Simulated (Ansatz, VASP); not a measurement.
## One calculation of Al30Cu, two programs

```
CELL_PARAMETERS angstrom
8.10000 0.00000 0.00000
0.00000 8.10000 0.00000
0.00000 0.00000 8.10000
ATOMIC_POSITIONS crystal
Al 0.49875 0.99917 0.00076
Al 0.75000 0.25432 0.00365
Al 0.75000 0.00150 0.25270
Al 0.00125 0.99917 0.00076
Al 0.25000 0.25065 0.00216
Al 0.50104 0.50158 0.00381
Al 0.75000 0.74910 0.00090
Al 0.25000 0.99923 0.24892
Al 0.51218 0.25473 0.25502
Al 0.50239 0.00197 0.50024
Al 0.75000 0.00216 0.74784
Al 0.99896 0.50158 0.00381
Al 0.25000 0.74942 0.00058
Al 0.98782 0.25473 0.25502
Al 0.25000 0.50045 0.24955
Al 0.50104 0.74619 0.24842
Al 0.99761 0.00197 0.50024
Al 0.25000 0.25039 0.49961
Al 0.51218 0.49498 0.49527
Al 0.75000 0.74635 0.49568
Al 0.25000 0.99879 0.75121
Al 0.50239 0.24976 0.74803
Al 0.75000 0.49730 0.74850
Al 0.99896 0.74619 0.24842
Al 0.98782 0.49498 0.49527
Al 0.25000 0.74784 0.49935
Al 0.99761 0.24976 0.74803
Al 0.25000 0.50108 0.75077
Al 0.49875 0.74924 0.75083
Al 0.00125 0.74924 0.75083
Cu 0.75000 0.50616 0.24384
```

Alike in both runs: functional PBEsol; k mesh 3 × 3 × 3; occupations gaussian, width 0.1 eV; no spin polarisation.

Ansatz relaxed the structure, and its values are those at the end. VASP's run is a single point on that final structure, the one shown.

|  | VASP | Ansatz |
| --- | --- | --- |
| version | VASP 6.6.1 | Ansatz 0.2.0 |
| potentials or method | VASP PAW PBE potentials, release 64 (Al, Cu), cutoff 520 eV | scalar-relativistic, plane waves, PAW |
| valence electrons in the cell | 101 | 109 |

|  | VASP | Ansatz | Ansatz less VASP |
| --- | --- | --- | --- |
| rms of the force components (eV/Å) | 0.005 | 0.005 | -0.0008 |

VASP's potentials were made for PBE, not for PBEsol, and Ansatz warns of the same on its side. VASP's potentials hold 101 valence electrons a cell and Ansatz's 109, so a difference there can come from the potentials and not from the codes.
